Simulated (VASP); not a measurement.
# Zr (P6_3/mmc) in VASP: a series of runs

Aim: see how the results for Zr move with the level of theory and the settings. Levels: PBEsol, PBEsol+U. Tasks: single point, relaxation of cell and atoms.

Program: VASP 6.6.1. These are calculated values, not measurements. Logs are shortened: lines on timing, memory, paths and dates and some standing lists are left out, and cuts for length are marked.

### Step 1. The cell of the first run

It takes space group P6_3/mmc (No. 194, hexagonal). Conventional cell: a = 3.189 Å, b = 3.189 Å, c = 5.105 Å, α = 90.00°, β = 90.00°, γ = 120.00°. Zr (site symmetry -6m2) has 12 Zr at 3.15 to 3.19 Å within 4.1 Å.

### Step 2. Single point, PBEsol

File INCAR:

```
SYSTEM = Zr
  PREC = Accurate
  ENCUT = 520
  EDIFF = 1E-7
  ISMEAR = -1
  SIGMA = 0.05
  LREAL = .FALSE.
  LASPH = .TRUE.
  NELM = 100
  ALGO = Normal
  ISIF = 2
  LWAVE = .FALSE.
  LCHARG = .FALSE.
  GGA = PS
  NBANDS = 19
```

File KPOINTS:

```
regular mesh
0
G
  12 12 6
  0 0 0
```

File POSCAR:

```
Zr
1.0
    3.1888898264      0.0000000000      0.0000000000
   -1.5944449132      2.7616595995      0.0000000000
    0.0000000000      0.0000000000      5.1053509110
Zr
2
Direct
    0.3333333333      0.6666666667      0.2500000000
    0.6666666667      0.3333333333      0.7500000000
```

Potentials or basis: VASP PAW PBE potentials, release 64 (Zr_sv).

Launch:

```
$ cat potpaw_PBE.64/Zr_sv/POTCAR > POTCAR
$ mpirun -np 1 vasp_std > vasp.out
```

OUTCAR:

```text
SYSTEM = Zr
   PREC = Accurate
   ENCUT = 520
   EDIFF = 1E-7
   ISMEAR = -1
   LREAL = .FALSE.
   LASPH = .TRUE.
   NELM = 100
   ISIF = 2
   GGA = PS

 ion  position               nearest neighbor table
   1  0.333  0.667  0.250-   2 3.15   2 3.15   2 3.15   2 3.15   2 3.15   2 3.15
   2  0.667  0.333  0.750-   1 3.15   1 3.15   1 3.15   1 3.15   1 3.15   1 3.15

  LATTYP: Found a hexagonal cell.
 ALAT       =     3.1888898264
 C/A-ratio  =     1.6009806512

  Lattice vectors:

 A1 = (   3.1888898264,   0.0000000000,   0.0000000000)
 A2 = (  -1.5944449132,   2.7616595995,   0.0000000000)
 A3 = (   0.0000000000,   0.0000000000,   5.1053509110)

Analysis of symmetry for initial positions (statically):
=====================================================================
 Subroutine PRICEL returns:
 Original cell was already a primitive cell.

 Routine SETGRP: Setting up the symmetry group for a
 hexagonal supercell.

 Subroutine GETGRP returns: Found 24 space group operations
 (whereof 12 operations were pure point group operations)
 out of a pool of 24 trial point group operations.

The static configuration has the point symmetry D_3d.
 The point group associated with its full space group is D_6h.

Analysis of symmetry for dynamics (positions and initial velocities):
=====================================================================
 Subroutine PRICEL returns:
 Original cell was already a primitive cell.

 Routine SETGRP: Setting up the symmetry group for a
 hexagonal supercell.

 Subroutine GETGRP returns: Found 24 space group operations
 (whereof 12 operations were pure point group operations)
 out of a pool of 24 trial point group operations.

The dynamic configuration has the point symmetry D_3d.
 The point group associated with its full space group is D_6h.

 Subroutine INISYM returns: Found 24 space group operations
 (whereof 12 operations are pure point group operations),
 and found     1 'primitive' translations

----------------------------------------------------------------------------------------

                                     Primitive cell

  volume of cell :      44.9609

  direct lattice vectors                    reciprocal lattice vectors
     3.188889826  0.000000000  0.000000000     0.313588758  0.181050554  0.000000000
    -1.594444913  2.761659600  0.000000000     0.000000000  0.362101108  0.000000000
     0.000000000  0.000000000  5.105350911     0.000000000  0.000000000  0.195872922

  length of vectors
     3.188889826  3.188889826  5.105350911     0.362101108  0.362101108  0.195872922

  position of ions in fractional coordinates (direct lattice)
     0.333333333  0.666666667  0.250000000
     0.666666667  0.333333333  0.750000000

  ion indices of the primitive-cell ions
   primitive index   ion index
                 1           1
                 2           2

----------------------------------------------------------------------------------------

 KPOINTS: regular mesh

Automatic generation of k-mesh.
 Grid dimensions read from file:
 generate k-points for:   12   12    6

 Generating k-lattice:

  Cartesian coordinates                     Fractional coordinates (reciprocal lattice)
     0.026132396  0.015087546  0.000000000     0.083333333 -0.000000000  0.000000000
     0.000000000  0.030175092  0.000000000     0.000000000  0.083333333  0.000000000
     0.000000000  0.000000000  0.032645487     0.000000000  0.000000000  0.166666667

  Length of vectors
     0.030175092  0.030175092  0.032645487

  Shift w.r.t. Gamma in fractional coordinates (k-lattice)
     0.000000000  0.000000000  0.000000000

 Subroutine IBZKPT returns following result:
 ===========================================

 Found     76 irreducible k-points:

 Following reciprocal coordinates:
            Coordinates               Weight
  0.000000  0.000000  0.000000      1.000000
  0.083333 -0.000000  0.000000      6.000000
  0.166667 -0.000000  0.000000      6.000000
  0.250000 -0.000000  0.000000      6.000000
  0.333333  0.000000  0.000000      6.000000
  0.416667 -0.000000  0.000000      6.000000
[... 16 lines left out ...]
  0.250000 -0.000000  0.166667     12.000000
  0.333333  0.000000  0.166667     12.000000
 [... further k-points ...]
   k-points           NKPTS =     76   k-points in BZ     NKDIM =     76   number of bands    NBANDS=     19
   number of dos      NEDOS =    301   number of ions     NIONS =      2
   total plane-waves  NPLWV =  23040
   dimension x,y,z NGX =    24 NGY =   24 NGZ =   40
   dimension x,y,z NGXF=    48 NGYF=   48 NGZF=   80
   ions per type =               2
   NGX,Y,Z   is equivalent  to a cutoff of  12.51, 12.51, 13.03 a.u.
   NGXF,Y,Z  is equivalent  to a cutoff of  25.02, 25.02, 26.05 a.u.
 SYSTEM =  Zr
   PREC   = accura    normal or accurate (medium, high low for compatibility)
   ISTART =      0    job   : 0-new  1-cont  2-samecut
   ICHARG =      2    charge: 1-file 2-atom 10-const
   ISPIN  =      1    spin polarized calculation?
   LNONCOLLINEAR =      F non collinear calculations
   LSORBIT =      F    spin-orbit coupling
   LASPH  =      T    aspherical Exc in radial PAW
   ENCUT  =  520.0 eV  38.22 Ry    6.18 a.u.   5.93  5.93  9.49*2*pi/ulx,y,z
   NELM   =    100;   NELMIN=  2; NELMDL= -5     # of ELM steps
   EDIFF  = 0.1E-06   stopping-criterion for ELM
   LREAL  =      F    real-space projection
   EDIFFG = 0.1E-05   stopping-criterion for IOM
   NSW    =      0    number of steps for IOM
   IBRION =     -1    ionic relax: 0-MD 1-quasi-New 2-CG
   NFREE  =      0    steps in history (QN), initial steepest desc. (CG)
   ISIF   =      2    stress and relaxation
   ISYM   =      2    0-nonsym 1-usesym 2-fastsym
   POTIM  = 0.5000    time-step for ionic-motion
   TEBEG  =    0.0;   TEEND  =   0.0 temperature during run
   PSTRESS=    0.0 pullay stress
   NELECT =      24.0000    total number of electrons
   NUPDOWN=      -1.0000    fix difference up-down
   EMIN   =  10.00;   EMAX   =-10.00  energy-range for DOS
   EFERMI =   0.00;   METHOD = LEGACY
   ISMEAR =    -1;   SIGMA  =   0.05  broadening in eV -4-tet -1-fermi 0-gaus
   EFERMI_NEDOS =   21; number of points for ismear=-14 and -15
   IALGO  =     38    algorithm
   IMIX   =      4    mixing-type and parameters
     AMIX     =   0.40;   BMIX     =  1.00
     AMIX_MAG =   1.60;   BMIX_MAG =  1.00
  volume/ion in A,a.u.               =      22.48       151.71
  Fermi-wavevector in a.u.,A,eV,Ry     =   1.328006  2.509568 23.995247  1.763601
  Thomas-Fermi vector in A             =   2.457276
   LORBIT       =      0    0 simple, 1 ext, 2 COOP (PROOUT), +10 PAW based schemes
   GGA     = PS    functional components
   LHFCALC =     F    Hartree Fock is set to
   AEXX    =    0.0000 exact exchange contribution
   IVDW    =     0    specifies the selected vdW correction
   LEPSILON=     F    determine dielectric tensor
   LRPA    =     F    only Hartree local field effects (RPA)
 non-spin polarized calculation
  energy-cutoff  :      520.00
  volume of cell :       44.96
 maximum number of plane-waves:      1226
 NGX is ok and might be reduce to    24
   NGX = 11   NGY = 11   NGZ = 19

 number of electron      24.0000000 magnetization

 Free energy of the ion-electron system (eV)
  ---------------------------------------------------
  ext. energy  EPLUGINS =         0.00000000
  ---------------------------------------------------
  free energy    TOTEN  =       -18.16807715 eV

  energy without entropy =      -18.15000769  energy(sigma->0) =      -18.15904242

 E-fermi :   9.2507     XC(G=0): -11.3635

 val. band max:        9.2462905554   @ k =   0.0833   0.0833   0.1667
 cond. band min:       9.2727555797   @ k =   0.3333   0.3333   0.5000
 fundamental gap:      0.0264650242
 Fermi energy:         9.2506854860

 k-point     1 :       0.0000    0.0000    0.0000
  band No.  band energies     occupation
      1     -39.4111      2.00000
      2     -39.2340      2.00000
      3     -18.0254      2.00000
      4     -17.0447      2.00000
      5     -17.0447      2.00000
      6     -16.8995      2.00000
[... 11 lines left out ...]
     18      11.4903      0.00000
     19      13.8762      0.00000

 k-point     2 :       0.0833   -0.0000    0.0000
  band No.  band energies     occupation
      1     -39.4018      2.00000
      2     -39.2300      2.00000
      3     -18.0016      2.00000
      4     -17.0989      2.00000
      5     -17.0623      2.00000
      6     -16.9462      2.00000
[... 11 lines left out ...]
     18      11.3123      0.00000
     19      14.0085      0.00000

 k-point     3 :       0.1667   -0.0000    0.0000
  band No.  band energies     occupation
      1     -39.3759      2.00000
      2     -39.2195      2.00000
      3     -17.9331      2.00000
      4     -17.2467      2.00000
      5     -17.1085      2.00000
      6     -17.0951      2.00000
[... 11 lines left out ...]
     18      11.5438      0.00000
     19      14.2781      0.00000

 k-point     4 :       0.2500   -0.0000    0.0000
  band No.  band energies     occupation
      1     -39.3389      2.00000
      2     -39.2066      2.00000
      3     -17.8297      2.00000
      4     -17.4476      2.00000
      5     -17.2890      2.00000
      6     -17.1686      2.00000
[... 11 lines left out ...]
     18      12.3506      0.00000
     19      14.5209      0.00000

 k-point     5 :       0.3333    0.0000    0.0000
  band No.  band energies     occupation
      1     -39.2987      2.00000
      2     -39.1965      2.00000
      3     -17.7072      2.00000
      4     -17.6467      2.00000
      5     -17.4737      2.00000
      6     -17.2262      2.00000
[... 11 lines left out ...]
     18      13.3335      0.00000
     19      14.6792      0.00000
[... 334 lines left out ...]
      2     -39.2417      2.00000
      3     -17.9350      2.00000
      4     -17.0869      2.00000
      5     -17.0514      2.00000
      6     -17.0199      2.00000
[... 11 lines left out ...]
     18      11.7382      0.00000
     19      14.0349      0.00000

 k-point    22 :       0.1667   -0.0000    0.1667
  band No.  band energies     occupation
      1     -39.3656      2.00000
      2     -39.2302      2.00000
      3     -17.8800      2.00000
      4     -17.2293      2.00000
      5     -17.1520      2.00000
      6     -17.0960      2.00000
[... 11 lines left out ...]
     18      11.7399      0.00000
     19      14.2274      0.00000

 k-point    23 :       0.2500   -0.0000    0.1667
  band No.  band energies     occupation
      1     -39.3301      2.00000
      2     -39.2156      2.00000
      3     -17.8084      2.00000
      4     -17.4152      2.00000
      5     -17.3332      2.00000
      6     -17.1542      2.00000
[... 11 lines left out ...]
     18      12.2612      0.00000
     19      14.3908      0.00000

 k-point    24 :       0.3333    0.0000    0.1667
  band No.  band energies     occupation
      1     -39.2919      2.00000
      2     -39.2034      2.00000
      3     -17.7817      2.00000
      4     -17.5662      2.00000
      5     -17.4804      2.00000
      6     -17.2102      2.00000
[... 11 lines left out ...]
     18      13.1505      0.00000
     19      14.5132      0.00000

 [... further k-points ...]

------------------------ aborting loop because EDIFF is reached ----------------------------------------

  FORCE on cell =-STRESS in cart. coord.  units (eV):
  Direction    XX          YY          ZZ          XY          YZ          ZX
  --------------------------------------------------------------------------------------
  -------------------------------------------------------------------------------------
  Total        0.0128086      0.0128086      0.0295037      0.0000000      0.0000000      0.0000000
  in kB        0.4564342      0.4564342      1.0513612      0.0000000      0.0000000      0.0000000
  external PRESSURE =       0.6547432 kB  Pullay stress =       0.0000000 kB

 VOLUME and BASIS-vectors are now :
 -----------------------------------------------------------------------------
  energy-cutoff  :      520.00
  volume of cell :       44.96
      direct lattice vectors                 reciprocal lattice vectors
     3.188889826  0.000000000  0.000000000     0.313588758  0.181050554  0.000000000
    -1.594444913  2.761659600  0.000000000     0.000000000  0.362101108  0.000000000
     0.000000000  0.000000000  5.105350911     0.000000000  0.000000000  0.195872922

 POSITION                                       TOTAL-FORCE (eV/Angst)
 -----------------------------------------------------------------------------------
     -0.00000      1.84111      1.27634        -0.000000      0.000000      0.000000
      1.59444      0.92055      3.82901         0.000000     -0.000000      0.000000
 -----------------------------------------------------------------------------------
    total drift:                                0.000000     -0.000000      0.000000

  FREE ENERGIE OF THE ION-ELECTRON SYSTEM (eV)
  ---------------------------------------------------
  free  energy   TOTEN  =       -18.1680771549 eV

  energy  without entropy=      -18.1500076861  energy(sigma->0) =      -18.15904242
```

Run time: 16 s. Hardware: 1 thread of Intel Xeon 6975P-C (Granite Rapids), shared host; peak memory 0.19 GiB.

What came out:

- Free energy: -18.1681 eV
- Pressure: 0.1 GPa
- Band gap on the k mesh: zero (band 12 reaches 10.13 eV, above the bottom of band 13 at 9.08 eV)

Caveat: the PAW data sets were made with another functional, which shifts forces and pressure a little.

### Step 3. Single point, PBEsol

File INCAR:

```
  PREC = Accurate
  ENCUT = 520
  EDIFF = 1E-6
  ISMEAR = -1
  SIGMA = 0.05
  LREAL = F
  LASPH = T
  NELM = 100
  ALGO = Normal
  ISIF = 2
  LWAVE = F
  LCHARG = F
  GGA = PS
  NBANDS = 19
```

File KPOINTS:

```
Automatic mesh
0
Gamma
  12 12 6
```

POSCAR is that of step 2.

Potentials or basis: VASP PAW PBE potentials, release 64 (Zr_sv).

Launch:

```
$ cat potpaw_PBE.64/Zr_sv/POTCAR > POTCAR
$ mpirun -np 1 vasp_std > vasp.out
```

Wall time 16 s (1 thread of Intel Xeon 6975P-C (Granite Rapids), shared host); peak memory 0.19 GiB.

The run converged. Its results:

- Free energy: -18.1681 eV
- Pressure: 0.1 GPa
- Band gap on the k mesh: zero (band 12 reaches 10.13 eV, above the bottom of band 13 at 9.08 eV)

Levels at points of the mesh, in eV from the Fermi level:
| k point | band 9 | band 10 | band 11 | band 12 | band 13 | band 14 | band 15 | band 16 |
| --- | --- | --- | --- | --- | --- | --- | --- | --- |
| (0.00, 0.00, 0.00) | -5.73 | -3.13 | 0.88 | 0.88 | 0.99 | 1.29 | 1.59 | 1.59 |
| (0.50, 0.00, 0.00) | -2.69 | -2.56 | -2.25 | -0.10 | 0.56 | 0.80 | 1.50 | 5.16 |
| (0.00, 0.00, 0.50) | -3.98 | -3.98 | 0.03 | 0.03 | 0.79 | 0.79 | 0.79 | 0.79 |
| (0.50, 0.00, 0.50) | -2.98 | -2.98 | -1.13 | -1.13 | 1.78 | 1.78 | 2.30 | 2.30 |

Caveat: the PAW data sets were made with another functional, which shifts forces and pressure a little.

(Part 1 of 2 ends here.)
